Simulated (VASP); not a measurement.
# KBr (Pc) in VASP: relaxation of cell and atoms with PBE

Aim: the relaxation of cell and atoms of KBr with PBE.

All numbers are computed with VASP 6.6.1; they aren't measurements. Logs are shortened: lines on timing, memory, paths and dates and some standing lists are left out, and cuts for length are marked.

**1. The cell of the first run**

It takes space group Pc (No. 7, monoclinic). The conventional cell has a = 4.698 Å, b = 6.364 Å, c = 6.693 Å, α = 90.00°, β = 134.53°, γ = 90.00°. Within 3.9 Å of K (site symmetry 1) lie 5 Br at 2.78 to 3.71 Å and 4 K at 3.83 to 3.84 Å. Within 3.8 Å of Br (site symmetry 1) lie 5 K at 2.78 to 3.71 Å.

**2. Relaxation of cell and atoms, PBE**

Input file INCAR:

```
SYSTEM = KBr
PREC = Accurate
ENCUT = 600
EDIFF = 1E-7
ISMEAR = 0
SIGMA = 0.1
LREAL = .FALSE.
LASPH = .TRUE.
NELM = 60
ALGO = Normal
ISIF = 3
LWAVE = .FALSE.
LCHARG = .FALSE.
GGA = PE
IBRION = 2
NSW = 90
EDIFFG = -0.04
```

Input file KPOINTS:

```
Automatic mesh
0
G
  6 4 4
  0 0 0
```

Input file POSCAR:

```
KBr
1.0
    4.6976467400      0.0000000000      0.0000000000
    0.0000000000      6.3639991700      0.0000000000
   -4.6933857100      0.0000000000      4.7712198800
K Br
2 2
Direct
    0.0082481400      0.8529790900      0.0560725900
    0.0082481400      0.1470209100      0.5560725900
    0.9917518600      0.2799579700      0.9439274100
    0.9917518600      0.7200420300      0.4439274100
```

Potentials or basis: VASP PAW PBE potentials, release 64 (K_sv, Br).

Launch:

```console
$ cat potpaw_PBE.64/K_sv/POTCAR potpaw_PBE.64/Br/POTCAR > POTCAR
$ mpirun -np 1 vasp_std > vasp.out
```

OUTCAR:

```text
SYSTEM = KBr
   PREC = Accurate
   ENCUT = 600
   EDIFF = 1E-7
   ISMEAR = 0
   LREAL = .FALSE.
   LASPH = .TRUE.
   NELM = 60
   ISIF = 3
   GGA = PE
   IBRION = 2
   NSW = 90
   EDIFFG = -0.04

 ion  position               nearest neighbor table
   1  0.008  0.853  0.056-   4 2.78   3 2.81
   2  0.008  0.147  0.556-   3 2.78   4 2.81
   3  0.992  0.280  0.944-   2 2.78   1 2.81
   4  0.992  0.720  0.444-   1 2.78   2 2.81

  LATTYP: Found a simple monoclinic cell.
 ALAT       =     4.6976467400
 B/A-ratio  =     1.3547206766
 C/A-ratio  =     1.0156621063
 COS(beta)  =    -0.0008930689

  Lattice vectors:

 A1 = (   4.6976467400,   0.0000000000,   0.0000000000)
 A2 = (   0.0000000000,  -6.3639991700,   0.0000000000)
 A3 = (  -0.0042610300,   0.0000000000,  -4.7712198800)

Analysis of symmetry for initial positions (statically):
=====================================================================
 Subroutine PRICEL returns:
 Original cell was already a primitive cell.

 Routine SETGRP: Setting up the symmetry group for a
 simple monoclinic supercell.

 Subroutine GETGRP returns: Found  2 space group operations
 (whereof  1 operations were pure point group operations)
 out of a pool of  4 trial point group operations.

The static configuration has the point symmetry C_1 .
 The point group associated with its full space group is C_1h.

Analysis of symmetry for dynamics (positions and initial velocities):
=====================================================================
 Subroutine PRICEL returns:
 Original cell was already a primitive cell.

 Routine SETGRP: Setting up the symmetry group for a
 simple monoclinic supercell.

 Subroutine GETGRP returns: Found  2 space group operations
 (whereof  1 operations were pure point group operations)
 out of a pool of  4 trial point group operations.

The dynamic configuration has the point symmetry C_1 .
 The point group associated with its full space group is C_1h.

 Subroutine INISYM returns: Found  2 space group operations
 (whereof  1 operations are pure point group operations),
 and found     1 'primitive' translations

----------------------------------------------------------------------------------------

                                     Primitive cell

  volume of cell :     142.6395

  direct lattice vectors                    reciprocal lattice vectors
     4.697646740  0.000000000  0.000000000     0.212872541  0.000000000  0.209399895
     0.000000000  6.363999170  0.000000000     0.000000000  0.157133899  0.000000000
    -4.693385710  0.000000000  4.771219880     0.000000000  0.000000000  0.209590005

  length of vectors
     4.697646740  6.363999170  6.692713095     0.298601800  0.157133899  0.209590005

  position of ions in fractional coordinates (direct lattice)
     0.008248140  0.852979090  0.056072590
     0.008248140  0.147020910  0.556072590
     0.991751860  0.279957970  0.943927410
     0.991751860  0.720042030  0.443927410

  ion indices of the primitive-cell ions
   primitive index   ion index
                 1           1
                 2           2
                 3           3
                 4           4

----------------------------------------------------------------------------------------

 KPOINTS: Automatic mesh

Automatic generation of k-mesh.
 Grid dimensions read from file:
 generate k-points for:    6    4    4

 Generating k-lattice:

  Cartesian coordinates                     Fractional coordinates (reciprocal lattice)
     0.035478757  0.000000000  0.034899983     0.166666667  0.000000000 -0.000000000
     0.000000000  0.039283475  0.000000000     0.000000000  0.250000000  0.000000000
     0.000000000  0.000000000  0.052397501     0.000000000  0.000000000  0.250000000

  Length of vectors
     0.049766967  0.039283475  0.052397501

  Shift w.r.t. Gamma in fractional coordinates (k-lattice)
     0.000000000  0.000000000  0.000000000

 Subroutine IBZKPT returns following result:
 ===========================================

 Found     42 irreducible k-points:

 Following reciprocal coordinates:
            Coordinates               Weight
  0.000000  0.000000  0.000000      1.000000
  0.166667  0.000000 -0.000000      2.000000
  0.333333  0.000000 -0.000000      2.000000
  0.500000  0.000000 -0.000000      1.000000
  0.000000  0.250000  0.000000      2.000000
  0.166667  0.250000 -0.000000      4.000000
[... 16 lines left out ...]
 -0.333333  0.250000  0.250000      4.000000
 -0.166667  0.250000  0.250000      4.000000
 [... further k-points ...]
   k-points           NKPTS =     42   k-points in BZ     NKDIM =     42   number of bands    NBANDS=     20
   number of dos      NEDOS =    301   number of ions     NIONS =      4
   total plane-waves  NPLWV = 116640
   dimension x,y,z NGX =    40 NGY =   54 NGZ =   54
   dimension x,y,z NGXF=    80 NGYF=  108 NGZF=  108
   ions per type =               2   2
   NGX,Y,Z   is equivalent  to a cutoff of  14.16, 14.11, 13.41 a.u.
   NGXF,Y,Z  is equivalent  to a cutoff of  28.31, 28.21, 26.83 a.u.
 SYSTEM =  KBr
   PREC   = accura    normal or accurate (medium, high low for compatibility)
   ISTART =      0    job   : 0-new  1-cont  2-samecut
   ICHARG =      2    charge: 1-file 2-atom 10-const
   ISPIN  =      1    spin polarized calculation?
   LNONCOLLINEAR =      F non collinear calculations
   LSORBIT =      F    spin-orbit coupling
   LASPH  =      T    aspherical Exc in radial PAW
   ENCUT  =  600.0 eV  44.10 Ry    6.64 a.u.   9.38 12.71 13.37*2*pi/ulx,y,z
   NELM   =     60;   NELMIN=  2; NELMDL= -5     # of ELM steps
   EDIFF  = 0.1E-06   stopping-criterion for ELM
   LREAL  =      F    real-space projection
   EDIFFG = -.4E-01   stopping-criterion for IOM
   NSW    =     90    number of steps for IOM
   IBRION =      2    ionic relax: 0-MD 1-quasi-New 2-CG
   NFREE  =      1    steps in history (QN), initial steepest desc. (CG)
   ISIF   =      3    stress and relaxation
   ISYM   =      2    0-nonsym 1-usesym 2-fastsym
   POTIM  = 0.5000    time-step for ionic-motion
   TEBEG  =    0.0;   TEEND  =   0.0 temperature during run
   PSTRESS=    0.0 pullay stress
   NELECT =      32.0000    total number of electrons
   NUPDOWN=      -1.0000    fix difference up-down
   EMIN   =  10.00;   EMAX   =-10.00  energy-range for DOS
   EFERMI =   0.00;   METHOD = LEGACY
   ISMEAR =     0;   SIGMA  =   0.10  broadening in eV -4-tet -1-fermi 0-gaus
   EFERMI_NEDOS =   21; number of points for ismear=-14 and -15
   IALGO  =     38    algorithm
   IMIX   =      4    mixing-type and parameters
     AMIX     =   0.40;   BMIX     =  1.00
     AMIX_MAG =   1.60;   BMIX_MAG =  1.00
  volume/ion in A,a.u.               =      35.66       240.64
  Fermi-wavevector in a.u.,A,eV,Ry     =   0.994744  1.879794 13.463190  0.989517
  Thomas-Fermi vector in A             =   2.126717
   LORBIT       =      0    0 simple, 1 ext, 2 COOP (PROOUT), +10 PAW based schemes
   GGA     = PE    functional components
   LHFCALC =     F    Hartree Fock is set to
   AEXX    =    0.0000 exact exchange contribution
   IVDW    =     0    specifies the selected vdW correction
   LEPSILON=     F    determine dielectric tensor
   LRPA    =     F    only Hartree local field effects (RPA)
 conjugate gradient relaxation of ions
 non-spin polarized calculation
 Gauss-broadening in eV      SIGMA  =   0.10
  energy-cutoff  :      600.00
  volume of cell :      142.64
 maximum number of plane-waves:      4782
 NGX is ok and might be reduce to    40
   NGX = 19   NGY = 25   NGZ = 27

--------------------------------------- Ionic step        1  -------------------------------------------

 number of electron      32.0000000 magnetization

 Free energy of the ion-electron system (eV)
  ---------------------------------------------------
  ext. energy  EPLUGINS =         0.00000000
  ---------------------------------------------------
  free energy    TOTEN  =       -11.00313044 eV

  energy without entropy =      -11.00313044  energy(sigma->0) =      -11.00313044

------------------------ aborting loop because EDIFF is reached ----------------------------------------

  FORCE on cell =-STRESS in cart. coord.  units (eV):
  Direction    XX          YY          ZZ          XY          YZ          ZX
  --------------------------------------------------------------------------------------
  -------------------------------------------------------------------------------------
  Total        3.6483949      5.5144507      3.3930759      0.0000000      0.0000000     -3.3512203
  in kB       40.9800536     61.9402484     38.1122208      0.0000000      0.0000000    -37.6420835
  external PRESSURE =      47.0108409 kB  Pullay stress =       0.0000000 kB
[... 95 lines left out ...]
  FREE ENERGIE OF THE ION-ELECTRON SYSTEM (eV)
  ---------------------------------------------------
  free  energy   TOTEN  =       -11.7493790303 eV

  energy  without entropy=      -11.7493790303  energy(sigma->0) =      -11.74937903

[... ionic steps 4 to 22 ...]

--------------------------------------- Ionic step       23  -------------------------------------------

 number of electron      31.9999999 magnetization

------------------------ aborting loop because EDIFF is reached ----------------------------------------

  FORCE on cell =-STRESS in cart. coord.  units (eV):
  Direction    XX          YY          ZZ          XY          YZ          ZX
  --------------------------------------------------------------------------------------
  -------------------------------------------------------------------------------------
  Total       -0.0499888      0.2304144      0.0149121      0.0000000      0.0000000      0.0598303
  in kB       -0.5323283      2.4536709      0.1587982      0.0000000      0.0000000      0.6371301
  external PRESSURE =       0.6933803 kB  Pullay stress =       0.0000000 kB
[... 61 lines left out ...]
  energy  without entropy=      -12.4457312560  energy(sigma->0) =      -12.44573126

--------------------------------------- Ionic step       25  -------------------------------------------

 number of electron      31.9999998 magnetization

 Free energy of the ion-electron system (eV)
  ---------------------------------------------------
  ext. energy  EPLUGINS =         0.00000000
  ---------------------------------------------------
  free energy    TOTEN  =       -12.44576069 eV

  energy without entropy =      -12.44576069  energy(sigma->0) =      -12.44576069

 E-fermi :  -1.4524     XC(G=0):  -7.1528

 val. band max:       -1.9444140838   @ k =   0.0000   0.0000   0.0000
 cond. band min:       2.3403079926   @ k =   0.0000   0.0000   0.0000
 fundamental gap:      4.2847220763
 Fermi energy:        -1.4524385535

 k-point     1 :       0.0000    0.0000    0.0000
  band No.  band energies     occupation
      1     -29.8534      2.00000
      2     -29.8480      2.00000
      3     -14.1788      2.00000
      4     -14.0957      2.00000
      5     -13.3980      2.00000
      6     -13.3552      2.00000
[... 12 lines left out ...]
     19       5.0460      0.00000
[... 513 lines left out ...]
      4     -14.2038      2.00000
      5     -13.3590      2.00000
      6     -13.3520      2.00000
[... 12 lines left out ...]
     19       5.0711      0.00000
     20       5.3658      0.00000

 [... further k-points ...]
[... 5 lines left out ...]
  --------------------------------------------------------------------------------------
  -------------------------------------------------------------------------------------
  Total       -0.0734254     -0.0905636     -0.0206790      0.0000000      0.0000000     -0.0118234
  in kB       -0.7744637     -0.9552306     -0.2181141      0.0000000      0.0000000     -0.1247083
  external PRESSURE =      -0.6492694 kB  Pullay stress =       0.0000000 kB
[... 19 lines left out ...]
  FREE ENERGIE OF THE ION-ELECTRON SYSTEM (eV)
  ---------------------------------------------------
  free  energy   TOTEN  =       -12.4457606864 eV

  energy  without entropy=      -12.4457606864  energy(sigma->0) =      -12.44576069

 reached required accuracy - stopping structural energy minimisation
```

Wall time 31 min (1 thread of AMD EPYC 9R45 (Zen 5), shared host); peak memory 0.42 GiB.

Results:

- Free energy: -12.4458 eV
- Relaxed volume: 37.97 Å³/atom
- Relaxed cell: a = 4.763 Å, b = 6.731 Å, c = 6.715 Å, α = 90.00°, β = 135.12°, γ = 90.00°
- Space group after relaxing (to 0.1 Å): P4/nmm (No. 129)
- Energy gained by relaxing: 360.7 meV/atom
- Ionic steps: 25
- Pressure after relaxing: -0.1 GPa
- Largest force after relaxing: 0.040 eV/Å
- Band gap on the k mesh: 4.28 eV

Forces on the atoms (eV/Å):
```
K    0.000  0.040  0.002
K    0.000 -0.040  0.002
Br   0.000 -0.005 -0.002
Br   0.000  0.005 -0.002
```

Step by step:
| step | energy change (eV) | largest force (eV/Å) | pressure (GPa) | volume (Å³) |
| --- | --- | --- | --- | --- |
| 1 | 0.0000 | 1.6461 | 4.70 | 142.64 |
| 2 | -0.7177 | 0.7873 | 0.18 | 165.07 |
| 3 | -0.7462 | 0.7075 | -0.26 | 169.49 |
| 4 | -0.7455 | 0.5949 | -0.92 | 178.50 |
| 5 | -0.7546 | 0.6461 | -0.62 | 173.80 |
| 6 | -0.8358 | 0.6378 | -0.50 | 171.10 |
| 7 | -1.0154 | 0.6042 | 0.05 | 162.96 |
| 8 | -0.9367 | 0.4789 | 2.73 | 146.57 |
| 9 | -1.0588 | 0.5854 | 0.75 | 156.82 |
| 10 | -1.1419 | 0.4369 | 0.43 | 159.04 |
| 11 | -1.2705 | 0.1686 | -0.23 | 165.77 |
| 12 | -1.2784 | 0.1844 | -0.34 | 167.73 |
| 13 | -1.3034 | 0.1618 | -0.20 | 164.15 |
| 14 | -1.3240 | 0.1747 | 0.11 | 158.53 |
| 15 | -1.3246 | 0.1931 | 0.20 | 157.17 |
| 16 | -1.3432 | 0.1814 | 0.06 | 157.37 |
| 17 | -1.3687 | 0.2381 | -0.25 | 157.67 |
| 18 | -1.3875 | 0.2208 | -0.21 | 155.86 |
| 19 | -1.4074 | 0.2356 | 0.07 | 150.48 |
| 20 | -1.4086 | 0.2238 | -0.02 | 151.71 |
| 21 | -1.4193 | 0.1853 | -0.02 | 151.48 |
| 22 | -1.4383 | 0.0634 | 0.03 | 150.78 |
| 23 | -1.4402 | 0.0617 | 0.07 | 150.45 |
| 24 | -1.4426 | 0.0419 | -0.05 | 151.74 |
| 25 | -1.4426 | 0.0396 | -0.06 | 151.90 |

Final structure:
```xyz
4
Lattice="4.7627 0.0000 0.0079 0.0000 6.7315 0.0000 -4.7658 0.0000 4.7300" Properties=species:S:1:pos:R:3 pbc="T T T"
K    -0.0031    5.0219    4.7369
K     2.3799    1.7096    2.3719
Br   -0.0001    1.6784    0.0011
Br   -2.3830    5.0531    2.3661
```

Levels at points of the mesh, in eV from the valence-band top:
```tsv
k point	band 13	band 14	band 15	band 16	band 17	band 18	band 19	band 20
(0.00, 0.00, 0.00)	-0.26	-0.01	-0.01	0.00	4.28	5.91	6.99	7.56
(0.50, 0.00, 0.00)	-0.27	-0.27	-0.27	-0.27	5.91	5.91	6.99	6.99
(0.00, 0.50, 0.00)	-0.16	-0.16	-0.15	-0.14	5.68	5.71	6.52	6.58
(0.50, 0.50, 0.00)	-0.54	-0.54	-0.49	-0.49	7.26	7.26	7.36	7.36
(0.00, 0.00, 0.50)	-0.37	-0.37	-0.29	-0.29	6.69	6.69	7.38	7.38
(0.50, 0.00, 0.50)	-0.38	-0.38	-0.28	-0.28	6.68	6.68	7.39	7.39
(0.00, 0.50, 0.50)	-0.30	-0.30	-0.30	-0.30	6.46	6.46	8.03	8.03
(0.50, 0.50, 0.50)	-0.30	-0.30	-0.29	-0.29	6.47	6.47	8.01	8.01
```
